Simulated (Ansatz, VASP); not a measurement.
## LiCl in VASP and in Ansatz

```
Li Cl
1.0
     3.31353    0.00000    0.00000
     0.00000    3.31353    0.00000
     0.00000    0.00000    3.31353
Li Cl
1 1
Direct
  0.00000 0.00000 0.00000
  0.50000 0.50000 0.50000
```

Alike in both runs: task single point; functional PBE; k mesh 6 × 6 × 6; no spin polarisation.

|  | VASP | Ansatz |
| --- | --- | --- |
| version | VASP 6.6.1 | Ansatz 0.2.0 |
| potentials or method | VASP PAW PBE potentials, release 64 (Li_sv, Cl) | plane waves, PAW |
| plane-wave cutoff (eV) | 520 | 420 |
| occupations | gaussian, width 0.01 eV | fixed |
| valence electrons in the cell | 10 | 10 |

|  | VASP | Ansatz | Ansatz less VASP |
| --- | --- | --- | --- |
| gap on the k mesh at the Fermi level (eV) | 4.29 | 4.27 | -0.013 |

Noted on VASP's run: the cutoff is short for stress, so the pressure is rough.
